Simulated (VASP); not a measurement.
# Li2O: G0W0 quasiparticle levels with PBE

Crystal: Li2O.

```
Li O
1.0
     0.00000    2.28637    2.28637
     2.28637    0.00000    2.28637
     2.28637    2.28637    0.00000
Li O
2 1
Cartesian
  1.1432 1.1432 1.1432
  3.4296 3.4296 3.4296
  0.0000 0.0000 0.0000
```

- Program: VASP 6.6.1
- Task: G0W0 quasiparticle levels
- Functional: PBE
- Potentials or basis: VASP PAW PBE potentials, release 64 (Li_GW, O_GW)
- Cutoff: 500 eV
- k mesh: 4 × 4 × 4
- Occupations: gaussian, width 0.01 eV
- Spin: no spin polarisation
- Dipole correction: no
- GW scheme: G0W0
- GW iterations: 1
- Cutoff of the response function: 60
- Frequency points: 48
- Empty bands: 30
- Further INCAR settings: ALGO = EVGW0; EDIFF = 1e-08; NBANDS = 34

```json
{
  "Band gap on the k mesh, mean-field level": "5.04 eV, indirect (least direct gap 5.50 eV)",
  "Quasiparticle gap": "7.11 eV",
  "Least direct quasiparticle gap": "7.61 eV"
}
```

Levels at points of the mesh, in eV from the valence-band top:
| k point | band 2 | band 3 | band 4 | band 5 | band 6 | band 7 |
| --- | --- | --- | --- | --- | --- | --- |
| (0.00, 0.00, 0.00) | 0.00 | 0.00 | 0.00 | 5.50 | 12.13 | 12.13 |
| (0.50, 0.00, 0.00) | -2.85 | -0.46 | -0.46 | 9.43 | 10.12 | 12.24 |
| (0.50, 0.50, 0.00) | -1.63 | -1.43 | -1.43 | 5.04 | 13.85 | 13.85 |

Run time: 19 s on 1 thread of Intel(R) Xeon(R) 6975P-C (Granite Rapids) (shared host), peak memory 0.2 GiB.

Caveat: the k points lie up to 0.59 Å⁻¹ apart; bands, screening cutoff and mesh are small and nothing is extrapolated, so the quasiparticle values aren't converged. A k mesh can miss the band edges.
